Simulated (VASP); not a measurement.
Si4Ru:

```xyz
5
Lattice="3.3606 -3.5750 0.0000 3.3606 3.5750 0.0000 0.0000 0.0000 2.9902" Properties=species:S:1:pos:R:3 pbc="T T T"
Si    1.8797    0.0000    0.0000
Si    3.3606    2.2769    1.4951
Si    3.3606   -2.2769    1.4951
Si    4.8415    0.0000    0.0000
Ru    0.0000    0.0000    0.0000
```

| Property | Result |
| --- | --- |
| Program | VASP 6.6.1 |
| Task | relaxation of cell and atoms |
| Functional | PBE |
| Potentials or basis | VASP PAW PBE potentials, release 64 (Si, Ru_pv) |
| Cutoff | 600 eV |
| k mesh | 4 × 4 × 6 |
| Occupations | gaussian, width 0.1 eV |
| Spin | no spin polarisation |

At the start: pressure 91.5 GPa; volume 14.37 Å³/atom.

**Question.** Where does the relaxation end?

**Answer.** Over 20 steps the energy falls by 2578.7 meV/atom and the volume is 15.69 Å³/atom (+9.2 %); space group Cmmm (No. 65, to 0.05 Å).

The path:
```
step  energy change (eV)  largest force (eV/Å)  pressure (GPa)  volume (Å³)
   1              0.0000               15.1732           91.55        71.85
   2             -1.1479                1.4224           -9.73       194.62
   3             -2.9524                0.6461          -12.97       171.94
   4             -4.8912                0.7410          -15.96       152.21
   5            -10.4909                0.4777          -16.58       107.13
   6            -11.1275                3.4455            1.62        88.34
   7            -11.3105                2.1299           -8.13        94.99
   8            -11.3224                2.3994           -6.31        93.46
   9            -11.3204                2.4854           -5.72        92.99
  10            -12.0774                2.1165           -3.78        86.24
  11            -12.4113                1.0478            1.97        79.68
  12            -12.7498                1.1085            2.96        77.28
  13            -12.7591                1.2779            3.52        76.79
  14            -12.8781                0.1865           -1.37        79.48
  15            -12.8786                0.2016           -1.12        79.31
  16            -12.8868                0.2154            0.09        78.53
  17            -12.8876                0.2393            0.62        78.21
  18            -12.8925                0.1023            0.28        78.32
  19            -12.8933                0.0337            0.07        78.38
  20            -12.8937                0.0040           -0.09        78.47
```

Final structure:
```xyz
5
Lattice="3.6518 -3.6111 0.0000 3.6518 3.6111 0.0000 0.0000 0.0000 2.9753" Properties=species:S:1:pos:R:3 pbc="T T T"
Si    2.3871    0.0000    2.9753
Si    3.6518    1.6948    1.4876
Si    3.6518   -1.6948    1.4876
Si    4.9165    0.0000    0.0000
Ru    0.0000    0.0000    0.0000
```
